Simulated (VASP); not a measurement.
The system is As.

```
As
1.0
     1.88080    1.08588    3.51406
    -1.88080    1.08588    3.51406
     0.00000   -2.17176    3.51406
As
2
Direct
  0.22600 0.22600 0.22600
  0.77400 0.77400 0.77400
```

| Quantity | Value |
| --- | --- |
| Program | VASP 6.6.1 |
| Task | relaxation of cell and atoms |
| Functional | LDA |
| Potentials or basis | VASP PAW LDA potentials, release 64 (As) |
| Cutoff | 600 eV |
| k mesh | 9 × 9 × 9 |
| Occupations | fermi-dirac, width 0.05 eV |
| Spin | no spin polarisation |

At the start: pressure -0.9 GPa; volume 21.53 Å³/atom.

Task: How do energy, volume and symmetry change on relaxing?

Result: Over 10 steps the energy falls by 14.2 meV/atom and the volume is 20.45 Å³/atom (-5.0 %); space group R-3m (No. 166, to 0.05 Å).

The path:
```tsv
step	energy change (eV)	largest force (eV/Å)	pressure (GPa)	volume (Å³)
1	0.0000	0.3330	-0.94	43.06
2	-0.0124	0.1838	-0.37	42.27
3	-0.0179	0.0085	0.46	41.30
4	-0.0248	0.0868	-0.32	41.29
5	-0.0262	0.1379	-0.76	41.27
6	-0.0267	0.0694	0.76	40.44
7	-0.0282	0.0260	0.02	40.83
8	-0.0282	0.0238	0.04	40.82
9	-0.0283	0.0105	-0.01	40.88
10	-0.0283	0.0040	-0.03	40.91
```

Final structure:
```
CELL_PARAMETERS angstrom
1.88509 1.08836 3.32296
-1.88509 1.08836 3.32296
0.00000 -2.17672 3.32296
ATOMIC_POSITIONS crystal
As 0.23074 0.23074 0.23074
As 0.76926 0.76926 0.76926
```
